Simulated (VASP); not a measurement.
# Cl (I4_1/amd) in VASP: relaxation of shape and atoms at fixed volume with PBE

Aim: the relaxation of shape and atoms at fixed volume of Cl with PBE.

All numbers are computed with VASP 6.6.1; they aren't measurements. Logs are shortened: lines on timing, memory, paths and dates and some standing lists are left out, and cuts for length are marked.

### Step 1. The cell of the first run

Symmetry: I4_1/amd, No. 141, tetragonal system. The conventional cell has a = 3.863 Å, b = 3.863 Å, c = 2.685 Å, α = 90.00°, β = 90.00°, γ = 90.00°. Cl (site symmetry -4m2) has 10 Cl at 2.04 to 2.79 Å within 2.8 Å.

### Step 2. Relaxation of shape and atoms at fixed volume, PBE

File INCAR:

```
SYSTEM = Cl
PREC = Accurate
ENCUT = 600
EDIFF = 1E-7
ISMEAR = -1
SIGMA = 0.08
LREAL = .FALSE.
LASPH = .TRUE.
NELM = 100
ALGO = Normal
ISIF = 4
LWAVE = .FALSE.
LCHARG = .FALSE.
GGA = PE
IBRION = 2
NSW = 50
EDIFFG = -0.005
```

File KPOINTS:

```
regular mesh
0
G
  16 16 16
  0 0 0
```

File POSCAR:

```
Cl
1.0
   -1.9313586527      1.9313586527      1.3427317674
    1.9313586527     -1.9313586527      1.3427317674
    1.9313586527      1.9313586527     -1.3427317674
Cl
2
Direct
   -0.3750000000     -0.1250000000     -0.2500000000
    0.3750000000      0.1250000000      0.2500000000
```

Potentials or basis: VASP PAW PBE potentials, release 64 (Cl).

Run with:

```bash
$ cat potpaw_PBE.64/Cl/POTCAR > POTCAR
$ mpirun -np 1 vasp_std > vasp.out
```

OUTCAR:

```text
SYSTEM = Cl
   PREC = Accurate
   ENCUT = 600
   EDIFF = 1E-7
   ISMEAR = -1
   LREAL = .FALSE.
   LASPH = .TRUE.
   NELM = 100
   ISIF = 4
   GGA = PE
   IBRION = 2
   NSW = 50
   EDIFFG = -0.005

 ion  position               nearest neighbor table
   1  0.625  0.875  0.750-   2 2.04   2 2.04   2 2.04   2 2.04
   2  0.375  0.125  0.250-   1 2.04   1 2.04   1 2.04   1 2.04

  LATTYP: Found a body centered tetragonal cell.
 ALAT       =     3.8627173054
 C/A-ratio  =     0.6952265264

  Lattice vectors:

 A1 = (  -1.9313586527,   1.9313586527,   1.3427317674)
 A2 = (   1.9313586527,  -1.9313586527,   1.3427317674)
 A3 = (   1.9313586527,   1.9313586527,  -1.3427317674)

Analysis of symmetry for initial positions (statically):
=====================================================================
 Subroutine PRICEL returns:
 Original cell was already a primitive cell.

 Routine SETGRP: Setting up the symmetry group for a
 body centered tetragonal supercell.

 Subroutine GETGRP returns: Found 16 space group operations
 (whereof  4 operations were pure point group operations)
 out of a pool of 16 trial point group operations.

The static configuration has the point symmetry C_2h.
 The point group associated with its full space group is D_4h.

Analysis of symmetry for dynamics (positions and initial velocities):
=====================================================================
 Subroutine PRICEL returns:
 Original cell was already a primitive cell.

 Routine SETGRP: Setting up the symmetry group for a
 body centered tetragonal supercell.

 Subroutine GETGRP returns: Found 16 space group operations
 (whereof  4 operations were pure point group operations)
 out of a pool of 16 trial point group operations.

The dynamic configuration has the point symmetry C_2h.
 The point group associated with its full space group is D_4h.

 Subroutine INISYM returns: Found 16 space group operations
 (whereof  4 operations are pure point group operations),
 and found     1 'primitive' translations

----------------------------------------------------------------------------------------

                                     Primitive cell

  volume of cell :      20.0343

  direct lattice vectors                    reciprocal lattice vectors
    -1.931358653  1.931358653  1.342731767     0.000000000  0.258885111  0.372375192
     1.931358653 -1.931358653  1.342731767     0.258885111  0.000000000  0.372375192
     1.931358653  1.931358653 -1.342731767     0.258885111  0.258885111  0.000000000

  length of vectors
     3.043554023  3.043554023  3.043554023     0.453524845  0.453524845  0.366118836

  position of ions in fractional coordinates (direct lattice)
     0.625000000  0.875000000  0.750000000
     0.375000000  0.125000000  0.250000000

  ion indices of the primitive-cell ions
   primitive index   ion index
                 1           1
                 2           2

----------------------------------------------------------------------------------------

 KPOINTS: regular mesh

Automatic generation of k-mesh.
 Grid dimensions read from file:
 generate k-points for:   16   16   16

 Generating k-lattice:

  Cartesian coordinates                     Fractional coordinates (reciprocal lattice)
     0.000000000  0.016180319  0.023273450     0.062500000  0.000000000 -0.000000000
     0.016180319  0.000000000  0.023273450     0.000000000  0.062500000 -0.000000000
     0.016180319  0.016180319  0.000000000     0.000000000  0.000000000  0.062500000

  Length of vectors
     0.028345303  0.028345303  0.022882427

  Shift w.r.t. Gamma in fractional coordinates (k-lattice)
     0.000000000  0.000000000  0.000000000

 Subroutine IBZKPT returns following result:
 ===========================================

 Found    349 irreducible k-points:

 Following reciprocal coordinates:
            Coordinates               Weight
  0.000000  0.000000  0.000000      1.000000
  0.062500  0.000000 -0.000000      8.000000
  0.125000  0.000000 -0.000000      8.000000
  0.187500 -0.000000  0.000000      8.000000
  0.250000  0.000000 -0.000000      8.000000
  0.312500  0.000000 -0.000000      8.000000
[... 16 lines left out ...]
 -0.125000  0.062500  0.000000     16.000000
 -0.062500  0.062500  0.000000      4.000000
 [... further k-points ...]
   k-points           NKPTS =    349   k-points in BZ     NKDIM =    349   number of bands    NBANDS=     11
   number of dos      NEDOS =    301   number of ions     NIONS =      2
   total plane-waves  NPLWV =  13824
   dimension x,y,z NGX =    24 NGY =   24 NGZ =   24
   dimension x,y,z NGXF=    48 NGYF=   48 NGZF=   48
   ions per type =               2
   NGX,Y,Z   is equivalent  to a cutoff of  13.11, 13.11, 13.11 a.u.
   NGXF,Y,Z  is equivalent  to a cutoff of  26.22, 26.22, 26.22 a.u.
 SYSTEM =  Cl
   PREC   = accura    normal or accurate (medium, high low for compatibility)
   ISTART =      0    job   : 0-new  1-cont  2-samecut
   ICHARG =      2    charge: 1-file 2-atom 10-const
   ISPIN  =      1    spin polarized calculation?
   LNONCOLLINEAR =      F non collinear calculations
   LSORBIT =      F    spin-orbit coupling
   LASPH  =      T    aspherical Exc in radial PAW
   ENCUT  =  600.0 eV  44.10 Ry    6.64 a.u.   6.08  6.08  6.08*2*pi/ulx,y,z
   NELM   =    100;   NELMIN=  2; NELMDL= -5     # of ELM steps
   EDIFF  = 0.1E-06   stopping-criterion for ELM
   LREAL  =      F    real-space projection
   EDIFFG = -.5E-02   stopping-criterion for IOM
   NSW    =     50    number of steps for IOM
   IBRION =      2    ionic relax: 0-MD 1-quasi-New 2-CG
   NFREE  =      1    steps in history (QN), initial steepest desc. (CG)
   ISIF   =      4    stress and relaxation
   ISYM   =      2    0-nonsym 1-usesym 2-fastsym
   POTIM  = 0.5000    time-step for ionic-motion
   TEBEG  =    0.0;   TEEND  =   0.0 temperature during run
   PSTRESS=    0.0 pullay stress
   NELECT =      14.0000    total number of electrons
   NUPDOWN=      -1.0000    fix difference up-down
   EMIN   =  10.00;   EMAX   =-10.00  energy-range for DOS
   EFERMI =   0.00;   METHOD = LEGACY
   ISMEAR =    -1;   SIGMA  =   0.08  broadening in eV -4-tet -1-fermi 0-gaus
   EFERMI_NEDOS =   21; number of points for ismear=-14 and -15
   IALGO  =     38    algorithm
   IMIX   =      4    mixing-type and parameters
     AMIX     =   0.40;   BMIX     =  1.00
     AMIX_MAG =   1.60;   BMIX_MAG =  1.00
  volume/ion in A,a.u.               =      10.02        67.60
  Fermi-wavevector in a.u.,A,eV,Ry     =   1.452755  2.745309 28.715068  2.110498
  Thomas-Fermi vector in A             =   2.570101
   LORBIT       =      0    0 simple, 1 ext, 2 COOP (PROOUT), +10 PAW based schemes
   GGA     = PE    functional components
   LHFCALC =     F    Hartree Fock is set to
   AEXX    =    0.0000 exact exchange contribution
   IVDW    =     0    specifies the selected vdW correction
   LEPSILON=     F    determine dielectric tensor
   LRPA    =     F    only Hartree local field effects (RPA)
 conjugate gradient relaxation of ions
 non-spin polarized calculation
  energy-cutoff  :      600.00
  volume of cell :       20.03
 maximum number of plane-waves:       685
   NGX = 13   NGY = 13   NGZ = 13

--------------------------------------- Ionic step        1  -------------------------------------------

 number of electron      14.0000000 magnetization

 Free energy of the ion-electron system (eV)
  ---------------------------------------------------
  ext. energy  EPLUGINS =         0.00000000
  ---------------------------------------------------
  free energy    TOTEN  =         5.57028170 eV

  energy without entropy =        5.59792842  energy(sigma->0) =        5.58410506

------------------------ aborting loop because EDIFF is reached ----------------------------------------

  FORCE on cell =-STRESS in cart. coord.  units (eV):
  Direction    XX          YY          ZZ          XY          YZ          ZX
  --------------------------------------------------------------------------------------
  -------------------------------------------------------------------------------------
  Total       26.5577249     26.5577249     12.5837531      0.0000000      0.0000000      0.0000000
  in kB     2123.8621983   2123.8621983   1006.3421383      0.0000000      0.0000000      0.0000000
  external PRESSURE =    1751.3555116 kB  Pullay stress =       0.0000000 kB
[... 93 lines left out ...]
  energy  without entropy=        4.6468879867  energy(sigma->0) =        4.63681597

--------------------------------------- Ionic step        4  -------------------------------------------

 number of electron      14.0000005 magnetization

 Free energy of the ion-electron system (eV)
  ---------------------------------------------------
  ext. energy  EPLUGINS =         0.00000000
  ---------------------------------------------------
  free energy    TOTEN  =         4.62673049 eV

  energy without entropy =        4.64685235  energy(sigma->0) =        4.63679142

 E-fermi :  15.1872     XC(G=0): -13.4060

 val. band max:       15.1798195525   @ k =   0.1875   0.0625   0.0000
 cond. band min:      15.1924842471   @ k =  -0.1875  -0.3750   0.1875
 fundamental gap:      0.0126646946
 Fermi energy:        15.1871836726

 k-point     1 :       0.0000    0.0000    0.0000
  band No.  band energies     occupation
      1     -10.0870      2.00000
      2      -1.2394      2.00000
      3       4.4767      2.00000
      4       4.4767      2.00000
      5      14.7758      1.98838
      6      14.9265      1.92594
      7      14.9265      1.92594
      8      18.9543      0.00000
      9      19.3006      0.00000
     10      22.1078      0.00000
     11      23.2510      0.00000
[... 309 lines left out ...]
 k-point    24 :      -0.0625    0.0625    0.0000
  band No.  band energies     occupation
      1     -10.0362      2.00000
      2      -1.4363      2.00000
      3       4.5285      2.00000
      4       4.6043      2.00000
      5      14.5728      1.99908
      6      14.7151      1.99454
      7      14.9963      1.83156
      8      19.0609      0.00000
      9      19.2904      0.00000
     10      22.4178      0.00000
     11      23.4241      0.00000

 [... further k-points ...]

------------------------ aborting loop because EDIFF is reached ----------------------------------------

  FORCE on cell =-STRESS in cart. coord.  units (eV):
  Direction    XX          YY          ZZ          XY          YZ          ZX
  --------------------------------------------------------------------------------------
  -------------------------------------------------------------------------------------
  Total       21.0874521     21.0874521     21.0885073      0.0000000      0.0000000      0.0000000
  in kB     1686.3960515   1686.3960515   1686.4804413      0.0000000      0.0000000      0.0000000
  external PRESSURE =    1686.4241814 kB  Pullay stress =       0.0000000 kB
[... 17 lines left out ...]
  FREE ENERGIE OF THE ION-ELECTRON SYSTEM (eV)
  ---------------------------------------------------
  free  energy   TOTEN  =         4.6267304906 eV

  energy  without entropy=        4.6468523497  energy(sigma->0) =        4.63679142

 reached required accuracy - stopping structural energy minimisation
```

Wall time 1.9 min (1 thread of AMD EPYC 9R45 (Zen 5), shared host); peak memory 0.16 GiB.

Results:

```
Free energy               : 4.6267 eV
Energy gained by relaxing : 471.8 meV/atom
Ionic steps               : 4
Pressure after relaxing   : 168.6 GPa
Band gap on the k mesh    : zero (bands 7 and 8 overlap by 7.94 eV)
```

The path:
| step | energy change (eV) | largest force (eV/Å) | pressure (GPa) | volume (Å³) |
| --- | --- | --- | --- | --- |
| 1 | 0.0000 | 0.0000 | 175.14 | 20.03 |
| 2 | -0.9432 | 0.0000 | 168.31 | 20.03 |
| 3 | -0.9435 | 0.0000 | 168.72 | 20.03 |
| 4 | -0.9436 | 0.0000 | 168.64 | 20.03 |

Final structure:
```
Cl
1.0
    -2.18179    2.18179    1.05218
     2.18179   -2.18179    1.05218
     2.18179    2.18179   -1.05218
Cl
2
Direct
  0.62500 0.87500 0.75000
  0.37500 0.12500 0.25000
```
